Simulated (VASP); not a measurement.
A run of VASP 6.6.1:

Contents of INCAR:

```
PREC = Accurate ; ENCUT = 520
EDIFF = 1E-7 ; ISMEAR = 0
SIGMA = 0.02 ; LREAL = F
LASPH = T ; NELM = 60
ALGO = Normal ; ISIF = 2
LWAVE = F ; LCHARG = F
LDIPOL = T ; IDIPOL = 3
DIPOL = 0.5 0.5 0.500 ; GGA = PE
IVDW = 12 ; NBANDS = 27
```

KPOINTS

```
Automatic mesh
0
Gamma
  9 9 1
```

File POSCAR:

```
InSe
1.0
    4.2280000000      0.0000000000      0.0000000000
   -2.1140000000      3.6615554072      0.0000000000
    0.0000000000      0.0000000000     36.7199571806
Se In
2 2
Direct
    0.0000000000      0.0000000000      0.4218950696
    0.0000000000      0.0000000000      0.5780771689
    0.6666666667      0.3333333333      0.4594644305
    0.6666666667      0.3333333333      0.5405078700
```

Potentials or basis: VASP PAW PBE potentials, release 64 (Se, In_d).

Command:

```bash
$ cat potpaw_PBE.64/Se/POTCAR potpaw_PBE.64/In_d/POTCAR > POTCAR
$ mpirun -np 1 vasp_std > vasp.out
```

Hardware: 1 thread of AMD EPYC 7R13 Processor (Zen 3), with other jobs on the host.

**Question.** How long does it take, and how much memory?

**Answer.** Run time: 3.7 min on 1 thread of AMD EPYC 7R13 Processor (Zen 3), on a shared host, peak memory 0.63 GiB. Counts: scf iterations 25, k points 12.
